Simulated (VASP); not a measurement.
# Zr2Si2C (P6/mmm) in VASP: further runs

The runs below take Zr2Si2C through single point, with PBE.

All numbers are computed with VASP 6.6.1; they aren't measurements. Logs are shortened: lines on timing, memory, paths and dates and some standing lists are left out, and cuts for length are marked.

## 1. The cell of the first run

It takes space group P6/mmm (No. 191, hexagonal). The conventional cell has a = 4.617 Å, b = 4.617 Å, c = 5.127 Å, α = 90.00°, β = 90.00°, γ = 120.00°. Zr (site symmetry -6m2) has 3 Zr at 2.67 Å and 6 Si at 2.89 Å within 3.5 Å. Within 1.9 Å of Si (site symmetry 6mm) lie 1 C at 1.44 Å. Within 1.9 Å of C (site symmetry 6/mmm) lie 2 Si at 1.44 Å.

The cell was generated, and may not be a known phase.

## 2. Single point, PBE

Contents of INCAR:

```
PREC = Accurate
ENCUT = 520
EDIFF = 1E-6
ISMEAR = 0
SIGMA = 0.1
LREAL = F
LASPH = T
NELM = 80
ALGO = Fast
ISIF = 2
LWAVE = F
LCHARG = F
GGA = PE
NBANDS = 26
```

Contents of KPOINTS:

```
Automatic mesh
0
Gamma
  6 6 4
```

Contents of POSCAR:

```
Zr2Si2C
1.0
    4.6173540200      0.0000000000      0.0000000000
   -2.3086770100      3.9987458800      0.0000000000
    0.0000000000      0.0000000000      5.1267339700
Zr Si C
2 2 1
Direct
    0.6666666700      0.3333333300      0.5000000000
    0.3333333300      0.6666666700      0.5000000000
    0.0000000000      0.0000000000      0.7197330900
    0.0000000000      0.0000000000      0.2802669100
    0.0000000000      0.0000000000      0.0000000000
```

Potentials or basis: VASP PAW PBE potentials, release 64 (Zr_sv, Si, C).

Started as:

```console
$ cat potpaw_PBE.64/Zr_sv/POTCAR potpaw_PBE.64/Si/POTCAR potpaw_PBE.64/C/POTCAR > POTCAR
$ mpirun -np 1 vasp_std > vasp.out
```

OUTCAR:

```text
PREC = Accurate
   ENCUT = 520
   EDIFF = 1E-6
   ISMEAR = 0
   LREAL = F
   LASPH = T
   NELM = 80
   ISIF = 2
   GGA = PE

 ion  position               nearest neighbor table
   1  0.667  0.333  0.500-   2 2.67   2 2.67   2 2.67   4 2.89   3 2.89   3 2.89   4 2.89   3 2.89
                             4 2.89
   2  0.333  0.667  0.500-   1 2.67   1 2.67   1 2.67   4 2.89   3 2.89   4 2.89   3 2.89   4 2.89
                             3 2.89
   3  0.000  0.000  0.720-   5 1.44   4 2.25   4 2.87   1 2.89   2 2.89   1 2.89   2 2.89   1 2.89
                             2 2.89
   4  0.000  0.000  0.280-   5 1.44   3 2.25   3 2.87   2 2.89   1 2.89   1 2.89   2 2.89   1 2.89
                             2 2.89
   5  0.000  0.000  0.000-   3 1.44   4 1.44

  LATTYP: Found a hexagonal cell.
 ALAT       =     4.6173540200
 C/A-ratio  =     1.1103185824

  Lattice vectors:

 A1 = (   4.6173540200,   0.0000000000,   0.0000000000)
 A2 = (  -2.3086770100,   3.9987458800,   0.0000000000)
 A3 = (   0.0000000000,   0.0000000000,   5.1267339700)

Analysis of symmetry for initial positions (statically):
=====================================================================
 Subroutine PRICEL returns:
 Original cell was already a primitive cell.

 Routine SETGRP: Setting up the symmetry group for a
 hexagonal supercell.

 Subroutine GETGRP returns: Found 24 space group operations
 (whereof 24 operations were pure point group operations)
 out of a pool of 24 trial point group operations.

The static configuration has the point symmetry D_6h.

Analysis of symmetry for dynamics (positions and initial velocities):
=====================================================================
 Subroutine PRICEL returns:
 Original cell was already a primitive cell.

 Routine SETGRP: Setting up the symmetry group for a
 hexagonal supercell.

 Subroutine GETGRP returns: Found 24 space group operations
 (whereof 24 operations were pure point group operations)
 out of a pool of 24 trial point group operations.

The dynamic configuration has the point symmetry D_6h.

 Subroutine INISYM returns: Found 24 space group operations
 (whereof 24 operations are pure point group operations),
 and found     1 'primitive' translations

----------------------------------------------------------------------------------------

                                     Primitive cell

  volume of cell :      94.6581

  direct lattice vectors                    reciprocal lattice vectors
     4.617354020  0.000000000  0.000000000     0.216574253  0.125039204  0.000000000
    -2.308677010  3.998745880  0.000000000     0.000000000  0.250078407  0.000000000
     0.000000000  0.000000000  5.126733970     0.000000000  0.000000000  0.195055957

  length of vectors
     4.617354020  4.617354020  5.126733970     0.250078407  0.250078407  0.195055957

  position of ions in fractional coordinates (direct lattice)
     0.666666670  0.333333330  0.500000000
     0.333333330  0.666666670  0.500000000
     0.000000000  0.000000000  0.719733090
     0.000000000  0.000000000  0.280266910
     0.000000000  0.000000000  0.000000000

  ion indices of the primitive-cell ions
   primitive index   ion index
                 1           1
                 2           2
                 3           3
                 4           4
                 5           5

----------------------------------------------------------------------------------------

 KPOINTS: Automatic mesh

Automatic generation of k-mesh.
 Grid dimensions read from file:
 generate k-points for:    6    6    4

 Generating k-lattice:

  Cartesian coordinates                     Fractional coordinates (reciprocal lattice)
     0.036095709  0.020839867  0.000000000     0.166666667  0.000000000  0.000000000
     0.000000000  0.041679735  0.000000000     0.000000000  0.166666667  0.000000000
     0.000000000  0.000000000  0.048763989     0.000000000  0.000000000  0.250000000

  Length of vectors
     0.041679735  0.041679735  0.048763989

  Shift w.r.t. Gamma in fractional coordinates (k-lattice)
     0.000000000  0.000000000  0.000000000

 Subroutine IBZKPT returns following result:
 ===========================================

 Found     21 irreducible k-points:

 Following reciprocal coordinates:
            Coordinates               Weight
  0.000000  0.000000  0.000000      1.000000
  0.166667  0.000000  0.000000      6.000000
  0.333333  0.000000  0.000000      6.000000
  0.500000  0.000000  0.000000      3.000000
  0.166667  0.166667  0.000000      6.000000
  0.333333  0.166667  0.000000     12.000000
[... 13 lines left out ...]
  0.333333  0.166667  0.500000     12.000000
  0.333333  0.333333  0.500000      2.000000
   k-points           NKPTS =     21   k-points in BZ     NKDIM =     21   number of bands    NBANDS=     26
   number of dos      NEDOS =    301   number of ions     NIONS =      5
   total plane-waves  NPLWV =  51840
   dimension x,y,z NGX =    36 NGY =   36 NGZ =   40
   dimension x,y,z NGXF=    72 NGYF=   72 NGZF=   80
   ions per type =               2   2   1
   NGX,Y,Z   is equivalent  to a cutoff of  12.96, 12.96, 12.97 a.u.
   NGXF,Y,Z  is equivalent  to a cutoff of  25.92, 25.92, 25.94 a.u.
 SYSTEM =  unknown system
   PREC   = accura    normal or accurate (medium, high low for compatibility)
   ISTART =      0    job   : 0-new  1-cont  2-samecut
   ICHARG =      2    charge: 1-file 2-atom 10-const
   ISPIN  =      1    spin polarized calculation?
   LNONCOLLINEAR =      F non collinear calculations
   LSORBIT =      F    spin-orbit coupling
   LASPH  =      T    aspherical Exc in radial PAW
   ENCUT  =  520.0 eV  38.22 Ry    6.18 a.u.   8.59  8.59  9.53*2*pi/ulx,y,z
   NELM   =     80;   NELMIN=  2; NELMDL= -5     # of ELM steps
   EDIFF  = 0.1E-05   stopping-criterion for ELM
   LREAL  =      F    real-space projection
   EDIFFG = 0.1E-04   stopping-criterion for IOM
   NSW    =      0    number of steps for IOM
   IBRION =     -1    ionic relax: 0-MD 1-quasi-New 2-CG
   NFREE  =      0    steps in history (QN), initial steepest desc. (CG)
   ISIF   =      2    stress and relaxation
   ISYM   =      2    0-nonsym 1-usesym 2-fastsym
   POTIM  = 0.5000    time-step for ionic-motion
   TEBEG  =    0.0;   TEEND  =   0.0 temperature during run
   PSTRESS=    0.0 pullay stress
   NELECT =      36.0000    total number of electrons
   NUPDOWN=      -1.0000    fix difference up-down
   EMIN   =  10.00;   EMAX   =-10.00  energy-range for DOS
   EFERMI =   0.00;   METHOD = LEGACY
   ISMEAR =     0;   SIGMA  =   0.10  broadening in eV -4-tet -1-fermi 0-gaus
   EFERMI_NEDOS =   21; number of points for ismear=-14 and -15
   IALGO  =     68    algorithm
   IMIX   =      4    mixing-type and parameters
     AMIX     =   0.40;   BMIX     =  1.00
     AMIX_MAG =   1.60;   BMIX_MAG =  1.00
  volume/ion in A,a.u.               =      18.93       127.76
  Fermi-wavevector in a.u.,A,eV,Ry     =   1.186105  2.241413 19.141284  1.406845
  Thomas-Fermi vector in A             =   2.322285
   LORBIT       =      0    0 simple, 1 ext, 2 COOP (PROOUT), +10 PAW based schemes
   GGA     = PE    functional components
   LHFCALC =     F    Hartree Fock is set to
   AEXX    =    0.0000 exact exchange contribution
   IVDW    =     0    specifies the selected vdW correction
   LEPSILON=     F    determine dielectric tensor
   LRPA    =     F    only Hartree local field effects (RPA)
 non-spin polarized calculation
 RMM-DIIS sequential band-by-band and
 Gauss-broadening in eV      SIGMA  =   0.10
  energy-cutoff  :      520.00
  volume of cell :       94.66
 maximum number of plane-waves:      2581
 NGX is ok and might be reduce to    36
   NGX = 17   NGY = 17   NGZ = 19

 number of electron      36.0000001 magnetization

 Free energy of the ion-electron system (eV)
  ---------------------------------------------------
  ext. energy  EPLUGINS =         0.00000000
  ---------------------------------------------------
  free energy    TOTEN  =       -28.09058061 eV

  energy without entropy =      -28.07912370  energy(sigma->0) =      -28.08485215

 E-fermi :   7.1147     XC(G=0):  -9.9453

 val. band max:        7.0955104787   @ k =   0.3333   0.3333   0.0000
 cond. band min:       7.1175008097   @ k =   0.1667   0.1667   0.0000
 fundamental gap:      0.0219903311
 Fermi energy:         7.1146732003

 k-point     1 :       0.0000    0.0000    0.0000
  band No.  band energies     occupation
      1     -41.7118      2.00000
      2     -41.1882      2.00000
      3     -20.3829      2.00000
      4     -20.3829      2.00000
      5     -19.8525      2.00000
      6     -19.3772      2.00000
[... 18 lines left out ...]
     25       9.9654      0.00000
     26      12.1427      0.00000

 k-point     2 :       0.1667    0.0000    0.0000
  band No.  band energies     occupation
      1     -41.6821      2.00000
      2     -41.2204      2.00000
      3     -20.4244      2.00000
      4     -20.3186      2.00000
      5     -19.8247      2.00000
      6     -19.4058      2.00000
[... 18 lines left out ...]
     25      10.0794      0.00000
     26      11.8658      0.00000

 k-point     3 :       0.3333    0.0000    0.0000
  band No.  band energies     occupation
      1     -41.6048      2.00000
      2     -41.3028      2.00000
      3     -20.5003      2.00000
      4     -20.1700      2.00000
      5     -19.7529      2.00000
      6     -19.4792      2.00000
[... 18 lines left out ...]
     25      10.9136      0.00000
     26      11.1935      0.00000

 k-point     4 :       0.5000    0.0000    0.0000
  band No.  band energies     occupation
      1     -41.5422      2.00000
      2     -41.3679      2.00000
      3     -20.5353      2.00000
      4     -20.0787      2.00000
      5     -19.6951      2.00000
      6     -19.5378      2.00000
[... 18 lines left out ...]
     25      12.0664      0.00000
     26      12.3177      0.00000

 k-point     5 :       0.1667    0.1667    0.0000
  band No.  band energies     occupation
      1     -41.6276      2.00000
      2     -41.2787      2.00000
      3     -20.5010      2.00000
      4     -20.1816      2.00000
      5     -19.7741      2.00000
      6     -19.4577      2.00000
[... 18 lines left out ...]
     25      10.6313      0.00000
     26      11.5068      0.00000

 k-point     6 :       0.3333    0.1667    0.0000
  band No.  band energies     occupation
      1     -41.5422      2.00000
      2     -41.3679      2.00000
      3     -20.5778      2.00000
      4     -19.9791      2.00000
      5     -19.6953      2.00000
      6     -19.5376      2.00000
[... 340 lines left out ...]
 k-point    18 :       0.5000    0.0000    0.5000
  band No.  band energies     occupation
      1     -41.5421      2.00000
      2     -41.3679      2.00000
      3     -20.5350      2.00000
      4     -20.0781      2.00000
      5     -19.6976      2.00000
      6     -19.5397      2.00000
[... 18 lines left out ...]
     25      10.6611      0.00000
     26      11.3983      0.00000

 k-point    19 :       0.1667    0.1667    0.5000
  band No.  band energies     occupation
      1     -41.6275      2.00000
      2     -41.2787      2.00000
      3     -20.5007      2.00000
      4     -20.1813      2.00000
      5     -19.7771      2.00000
      6     -19.4592      2.00000
[... 18 lines left out ...]
     25      10.7208      0.00000
     26      11.6653      0.00000

 k-point    20 :       0.3333    0.1667    0.5000
  band No.  band energies     occupation
      1     -41.5422      2.00000
      2     -41.3679      2.00000
      3     -20.5773      2.00000
      4     -19.9787      2.00000
      5     -19.6979      2.00000
      6     -19.5394      2.00000
[... 18 lines left out ...]
     25      11.0034      0.00000
     26      12.6216      0.00000

 k-point    21 :       0.3333    0.3333    0.5000
  band No.  band energies     occupation
      1     -41.4557      2.00000
      2     -41.4557      2.00000
      3     -20.6279      2.00000
      4     -19.6525      2.00000
      5     -19.6525      2.00000
      6     -19.6188      2.00000
[... 18 lines left out ...]
     25      11.6916      0.00000
     26      13.0332      0.00000

------------------------ aborting loop because EDIFF is reached ----------------------------------------

  FORCE on cell =-STRESS in cart. coord.  units (eV):
  Direction    XX          YY          ZZ          XY          YZ          ZX
  --------------------------------------------------------------------------------------
  -------------------------------------------------------------------------------------
  Total        3.1132923      3.1132923     58.6289439      0.0000000      0.0000000      0.0000000
  in kB       52.6954021     52.6954021    992.3500416      0.0000000      0.0000000      0.0000000
  external PRESSURE =     365.9136153 kB  Pullay stress =       0.0000000 kB

 VOLUME and BASIS-vectors are now :
 -----------------------------------------------------------------------------
  energy-cutoff  :      520.00
  volume of cell :       94.66
      direct lattice vectors                 reciprocal lattice vectors
     4.617354020  0.000000000  0.000000000     0.216574253  0.125039204  0.000000000
    -2.308677010  3.998745880  0.000000000     0.000000000  0.250078407  0.000000000
     0.000000000  0.000000000  5.126733970     0.000000000  0.000000000  0.195055957

 POSITION                                       TOTAL-FORCE (eV/Angst)
 -----------------------------------------------------------------------------------
      2.30868      1.33292      2.56337         0.000000     -0.000000      0.000000
     -0.00000      2.66583      2.56337        -0.000000      0.000000      0.000000
      0.00000      0.00000      3.68988         0.000000      0.000000    -16.067565
      0.00000      0.00000      1.43685         0.000000     -0.000000     16.067565
      0.00000      0.00000      0.00000         0.000000      0.000000      0.000000
 -----------------------------------------------------------------------------------
    total drift:                               -0.000000      0.000000      0.000000

  FREE ENERGIE OF THE ION-ELECTRON SYSTEM (eV)
  ---------------------------------------------------
  free  energy   TOTEN  =       -28.0905806094 eV

  energy  without entropy=      -28.0791236996  energy(sigma->0) =      -28.08485215
```

It took 2.1 min on 1 thread of Oxide Virtual Turin-like, shared host; peak memory 0.2 GiB.

What came out:

```yaml
Free_energy: -28.0906 eV
Pressure: 36.6 GPa
Largest_force: 16.068 eV/Å
Band_gap_on_the_k_mesh: zero (bands 18 and 19 overlap by 0.96 eV)
```

Forces on the atoms (eV/Å):
```
Zr    0.000   0.000   0.000
Zr    0.000   0.000   0.000
Si    0.000   0.000 -16.068
Si    0.000   0.000  16.068
C     0.000   0.000   0.000
```

Caveat: the stress differs along the axes, from 5 to 99 GPa; forces of over 1 eV/Å act on the atoms, so gaps and moduli don't describe the material at rest.

## 3. Single point, PBE

This run uses another cell than the first one, of 22.81 Å³/atom.

Contents of INCAR:

```
SYSTEM = Zr2Si2C
  PREC = Accurate
  ENCUT = 520
  EDIFF = 1E-6
  ISMEAR = 0
  SIGMA = 0.1
  LREAL = .FALSE.
  LASPH = .TRUE.
  NELM = 100
  ALGO = Fast
  ISIF = 2
  LWAVE = .FALSE.
  LCHARG = .FALSE.
  GGA = PE
  NBANDS = 26
```

Contents of KPOINTS:

```
regular mesh
0
G
  6 6 4
  0 0 0
```

Contents of POSCAR:

```
Zr2Si2C
1.0
    4.6367083583      0.0000000000      0.0000000000
   -2.3183541792      4.0155072283      0.0000000000
    0.0000000000      0.0000000000      6.1259910644
Zr Si C
2 2 1
Direct
    0.6666666667      0.3333333333      0.5000000000
    0.3333333333      0.6666666667      0.5000000000
    0.0000000000      0.0000000000      0.7134221436
    0.0000000000      0.0000000000      0.2865778564
    0.0000000000      0.0000000000      0.0000000000
```

Potentials or basis: VASP PAW PBE potentials, release 64 (Zr_sv, Si, C).

Started as:

```console
$ cat potpaw_PBE.64/Zr_sv/POTCAR potpaw_PBE.64/Si/POTCAR potpaw_PBE.64/C/POTCAR > POTCAR
$ mpirun -np 1 vasp_std > vasp.out
```

OUTCAR:

```text
SYSTEM = Zr2Si2C
   PREC = Accurate
   ENCUT = 520
   EDIFF = 1E-6
   ISMEAR = 0
   LREAL = .FALSE.
   LASPH = .TRUE.
   NELM = 100
   ISIF = 2
   GGA = PE

 ion  position               nearest neighbor table
   1  0.667  0.333  0.500-   2 2.68   2 2.68   2 2.68   4 2.98   3 2.98   3 2.98   4 2.98   3 2.98
                             4 2.98
   2  0.333  0.667  0.500-   1 2.68   1 2.68   1 2.68   4 2.98   3 2.98   4 2.98   3 2.98   4 2.98
                             3 2.98
   3  0.000  0.000  0.713-   5 1.76   4 2.61   1 2.98   2 2.98   1 2.98   2 2.98   1 2.98   2 2.98

   4  0.000  0.000  0.287-   5 1.76   3 2.61   1 2.98   2 2.98   1 2.98   2 2.98   1 2.98   2 2.98

   5  0.000  0.000  0.000-   3 1.76   4 1.76
[... 810 lines left out ...]
  -------------------------------------------------------------------------------------
  Total        0.0057723      0.0057723     -0.0004275     -0.0000000      0.0000000      0.0000000
  in kB        0.0810838      0.0810838     -0.0060048     -0.0000000      0.0000000      0.0000000
  external PRESSURE =       0.0520543 kB  Pullay stress =       0.0000000 kB

 VOLUME and BASIS-vectors are now :
 -----------------------------------------------------------------------------
  energy-cutoff  :      520.00
  volume of cell :      114.06
      direct lattice vectors                 reciprocal lattice vectors
     4.636708358  0.000000000  0.000000000     0.215670239  0.124517271  0.000000000
    -2.318354179  4.015507228  0.000000000     0.000000000  0.249034541  0.000000000
     0.000000000  0.000000000  6.125991064     0.000000000  0.000000000  0.163238893

 POSITION                                       TOTAL-FORCE (eV/Angst)
 -----------------------------------------------------------------------------------
      2.31835      1.33850      3.06300         0.000000      0.000000      0.000000
     -0.00000      2.67700      3.06300         0.000000      0.000000     -0.000000
      0.00000      0.00000      4.37042        -0.000000     -0.000000     -0.002041
      0.00000      0.00000      1.75557        -0.000000      0.000000      0.002041
      0.00000      0.00000      0.00000        -0.000000      0.000000      0.000000
 -----------------------------------------------------------------------------------
    total drift:                                0.000000     -0.000000     -0.000000

  FREE ENERGIE OF THE ION-ELECTRON SYSTEM (eV)
  ---------------------------------------------------
  free  energy   TOTEN  =       -33.1152158727 eV

  energy  without entropy=      -33.0979373300  energy(sigma->0) =      -33.10657660
```

stdout:

```text
POSCAR found type information on POSCAR ZrSiC
 POSCAR found :  3 types and       5 ions
 scaLAPACK will be used
 LDA part: xc-table for (Slater+PW92), standard interpolation
 POSCAR, INCAR and KPOINTS ok, starting setup
 FFT: planning ... GRIDC
 FFT: planning ... GRID_SOFT
 FFT: planning ... GRID
 WAVECAR not read
 entering main loop
```

Run time: 2.3 min. Hardware: 1 thread of Oxide Virtual Turin-like, shared host; peak memory 0.23 GiB.

What came out:

```yaml
Free_energy: -33.1152 eV
Pressure: 0.0 GPa
Band_gap_on_the_k_mesh: zero (bands 18 and 19 overlap by 1.04 eV)
```

Forces in eV/Å, atoms in the order of the input:
```
Zr   0.000  0.000  0.000
Zr   0.000  0.000  0.000
Si   0.000  0.000 -0.002
Si   0.000  0.000  0.002
C    0.000  0.000  0.000
```

Levels at points of the mesh, in eV from the Fermi level:
| k point | band 15 | band 16 | band 17 | band 18 | band 19 | band 20 | band 21 | band 22 |
| --- | --- | --- | --- | --- | --- | --- | --- | --- |
| (0.00, 0.00, 0.00) | -0.51 | -0.51 | -0.42 | -0.22 | -0.22 | 0.05 | 0.05 | 1.39 |
| (0.50, 0.00, 0.00) | -1.57 | -1.08 | -1.01 | -0.97 | -0.76 | 1.33 | 1.63 | 2.13 |
| (0.00, 0.00, 0.50) | -1.82 | -1.82 | -0.56 | -0.56 | 0.11 | 1.41 | 1.41 | 1.88 |
| (0.50, 0.00, 0.50) | -2.82 | -2.19 | -0.94 | 0.06 | 0.52 | 0.94 | 1.38 | 1.76 |

[end of part 1 of 2]

The gap in the log of VASP goes by the Fermi energy; the results here count the filled bands.